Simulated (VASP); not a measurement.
**BiBrO: single point with LDA**

BiBrO:

```xyz
6
Lattice="3.8179 0.0000 0.0000 0.0000 3.8179 0.0000 0.0000 0.0000 8.1496" Properties=species:S:1:pos:R:3 pbc="T T T"
Bi    0.0000    1.9089    1.2840
Bi    1.9089    0.0000    6.8656
Br    0.0000    1.9089    5.3113
Br    1.9089    0.0000    2.8383
O     0.0000    0.0000    0.0000
O     1.9089    1.9089    0.0000
```

```yaml
Program: VASP 6.6.1
Task: single point
Functional: LDA
Potentials_or_basis: VASP PAW LDA potentials, release 64 (Bi_d, Br, O)
Cutoff: 520 eV
k_mesh: 8 × 8 × 4
Occupations: gaussian, width 0.05 eV
Spin: no spin polarisation
Dipole_correction: no
Further_INCAR_settings: ALGO = Normal; EDIFF = 1e-07; NBANDS = 37
```

The pressure is 1.1 GPa and the largest force is 0.217 eV/Å. The band gap on the k mesh is 2.20 eV (least direct gap 2.50 eV).

Forces on the atoms (eV/Å):
```
Bi   0.000  0.000 -0.217
Bi   0.000  0.000  0.217
Br   0.000  0.000  0.035
Br   0.000  0.000 -0.035
O    0.000  0.000  0.000
O    0.000  0.000  0.000
```

Stress tensor (GPa, compression positive):
```
 2.20  0.00  0.00
 0.00  2.20  0.00
 0.00  0.00 -0.99
```

Levels at points of the mesh, in eV from the valence-band top:
```csv
k point,band 25,band 26,band 27,band 28,band 29,band 30,band 31,band 32
"(0.00, 0.00, 0.00)",-1.32,-1.00,-1.00,-0.71,2.43,3.22,4.83,4.83
"(0.50, 0.00, 0.00)",-0.75,-0.75,-0.20,-0.20,4.17,4.17,4.78,4.78
"(0.50, 0.50, 0.00)",-1.11,-1.11,-0.99,-0.99,3.05,3.05,4.88,4.88
"(0.00, 0.00, 0.50)",-1.26,-0.72,-0.72,-0.30,2.20,2.54,4.61,4.61
"(0.50, 0.00, 0.50)",-0.76,-0.76,-0.24,-0.24,4.00,4.00,4.82,4.82
"(0.50, 0.50, 0.50)",-1.46,-1.46,-0.99,-0.99,3.87,3.87,5.24,5.24
```

Wall time 2.9 min on 1 thread of Intel Xeon 8259CL (shared host), peak memory 0.3 GiB.

Caveat: spin-orbit coupling is left out, which moves the levels of the heavy elements. Expect the measured gap to be larger: semilocal functionals such as LDA lack the derivative discontinuity.
